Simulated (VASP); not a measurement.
Set up this calculation in VASP 6.6.1, as the native input.

| Item | Value |
| --- | --- |
| Task | single point |
| Functional | RPBE |
| Potentials or basis | VASP PAW PBE potentials, release 64 (Ba_sv) |
| Cutoff | 520 eV |
| k mesh | 8 × 8 × 8 |
| Occupations | fermi-dirac, width 0.05 eV |
| Spin | collinear spin |
| Starting moments | [1.0] μB |
| Fixed moment | 1 μB |
| Dipole correction | no |
| Further INCAR settings | ALGO = Fast; EDIFF = 1e-06; NBANDS = 15 |

The structure of Ba lies in POSCAR:

```
Ba
1.0
    4.3413853492      0.0000000000      0.0000000000
   -1.4471284497      4.0930973602      0.0000000000
   -1.4471284497     -2.0465486801      3.5447262941
Ba
1
Direct
    0.0000000000      0.0000000000      0.0000000000
```

One way to write it, as run:

INCAR

```
ALGO = Fast
EDIFF = 1E-6
ENCUT = 520
GGA = RP
ISIF = 2
ISMEAR = -1
ISPIN = 2
LASPH = T
LCHARG = F
LORBIT = 11
LREAL = F
LWAVE = F
MAGMOM = 1
NBANDS = 15
NELM = 150
NUPDOWN = 1.0
PREC = Accurate
SIGMA = 0.05
```

KPOINTS

```
k-points
0
Gamma
  8 8 8
```

Potentials or basis: VASP PAW PBE potentials, release 64 (Ba_sv).

Run with:

```console
$ cat potpaw_PBE.64/Ba_sv/POTCAR > POTCAR
$ mpirun -np 1 vasp_std > vasp.out
```

Results of the run:

| Property | Result |
| --- | --- |
| Pressure | 1.0 GPa |
| Net moment | 1.00 μB per cell |
| Site moments | Ba +0.24 μB |
| Valence electrons inside the program's atomic spheres | Ba 7.92 |

Caveat: the PAW data sets were made with another functional, which shifts forces and pressure a little; the total moment is fixed, so each spin has its own Fermi level and the state may be an excited one.

It took 38 s on 1 thread of Intel(R) Xeon(R) Platinum 8259CL CPU @ 2.50GHz (Skylake/Cascade Lake) (shared host), peak memory 0.21 GiB.
